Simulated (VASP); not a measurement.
A run of VASP 6.6.1:

File INCAR:

```
PREC = Accurate
ENCUT = 600
EDIFF = 1E-6
ISMEAR = 0
SIGMA = 0.1
LREAL = F
LASPH = T
NELM = 120
ALGO = Normal
ISIF = 2
LWAVE = F
LCHARG = F
GGA = PE
NBANDS = 43
GGA_COMPAT = F
```

Contents of KPOINTS:

```
Automatic mesh
0
Gamma
  6 6 4
```

The input POSCAR:

```
Sr4AuN3
1.0
    4.8852359113      0.0000000000      0.0000000000
    0.0000000000      4.8852359113      0.0000000000
    0.0000000000      0.0000000000      8.1569127016
Sr Au N
4 1 3
Direct
    0.5000000000      0.0000000000      0.1978350741
    0.0000000000      0.5000000000      0.8021649259
    0.0000000000      0.5000000000      0.1978350741
    0.5000000000      0.0000000000      0.8021649259
    0.5000000000      0.5000000000      0.5000000000
    0.5000000000      0.5000000000      0.7507704166
    0.5000000000      0.5000000000      0.2492295834
    0.0000000000      0.0000000000      0.0000000000
```

Potentials or basis: VASP PAW PBE potentials, release 64 (Sr_sv, Au, N).

Launch:

```sh
$ cat potpaw_PBE.64/Sr_sv/POTCAR potpaw_PBE.64/Au/POTCAR potpaw_PBE.64/N/POTCAR > POTCAR
$ mpirun -np 1 vasp_std > vasp.out
```

Hardware: 1 thread of Intel Xeon 8259CL, on a shared host.

How long does it take, and how much memory?

Run time: 11 min on 1 thread of Intel Xeon 8259CL, with other jobs on the host, peak memory 0.5 GiB. Counts: scf iterations 17, k points 30.
